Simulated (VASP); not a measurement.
Here is a VASP 6.6.1 calculation.

Contents of INCAR:

```
SYSTEM = Y
  PREC = Accurate
  ENCUT = 600
  EDIFF = 1E-6
  ISMEAR = 1
  SIGMA = 0.1
  LREAL = .FALSE.
  LASPH = .TRUE.
  NELM = 100
  ALGO = Normal
  ISIF = 3
  LWAVE = .FALSE.
  LCHARG = .FALSE.
  GGA = PS
  IBRION = 2
  NSW = 60
  EDIFFG = -0.03
```

Contents of KPOINTS:

```
Automatic mesh
0
G
  7 7 4
  0 0 0
```

Contents of POSCAR:

```
Y
1.0
    3.6474000000      0.0000000000      0.0000000000
   -1.8237000000      3.1587410600      0.0000000000
    0.0000000000      0.0000000000      5.7306000000
Y
2
Direct
    0.3333333333      0.6666666667      0.2500000000
    0.6666666667      0.3333333333      0.7500000000
```

Potentials or basis: VASP PAW PBE potentials, release 64 (Y_sv).

The run is started by

```console
$ cat potpaw_PBE.64/Y_sv/POTCAR > POTCAR
$ mpirun -np 1 vasp_std > vasp.out
```

Question: What does it give for the relaxed cell?

Answer: a = 3.609 Å, b = 3.609 Å, c = 5.562 Å, α = 90.00°, β = 90.00°, γ = 120.00°.

Question: What does it give for the space group after relaxing (to 0.05 Å)?

Answer: P6_3/mmc (No. 194).

Step by step:
| step | energy change (eV) | largest force (eV/Å) | pressure (GPa) | volume (Å³) |
| --- | --- | --- | --- | --- |
| 1 | 0.0000 | 0.0000 | -2.06 | 66.02 |
| 2 | -0.0221 | 0.0000 | 0.52 | 62.05 |
| 3 | -0.0231 | 0.0000 | 0.04 | 62.70 |
| 4 | -0.0231 | 0.0000 | 0.11 | 62.63 |
| 5 | -0.0236 | 0.0000 | 0.08 | 62.67 |
| 6 | -0.0238 | 0.0000 | 0.05 | 62.73 |

Caveat: the PAW data sets were made with another functional, which shifts forces and pressure a little.
